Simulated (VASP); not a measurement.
Crystal: Nb.

```xyz
1
Lattice="-1.6300 1.6300 1.6300 1.6300 -1.6300 1.6300 1.6300 1.6300 -1.6300" Properties=species:S:1:pos:R:3 pbc="T T T"
Nb    0.0000    0.0000    0.0000
```

This cell differs from its parent crystal: volume scaled by 0.94.

Base run:

```yaml
Program: VASP 6.6.1
Functional: LDA
Potentials_or_basis: VASP PAW LDA potentials, release 64 (Nb_sv)
Cutoff: 500 eV
k_mesh: 11 × 11 × 11
Occupations: methfessel-paxton, width 0.01 eV
Spin: no spin polarisation
Hubbard_terms: Nb d U = 4.0 eV
```

Its results: pressure 11.3 GPa.

Q: The run is repeated on the same cell with these changes: occupations from methfessel-paxton, width 0.01 eV to fermi-dirac, width 0.05 eV; hubbard terms from Nb d U = 4.0 eV to none. What comes out?

A: Pressure -1.6 GPa.

Caveats: U without spin polarisation on a metal has little footing (some runs); the U is typed as a test and isn't derived for this compound (some runs).
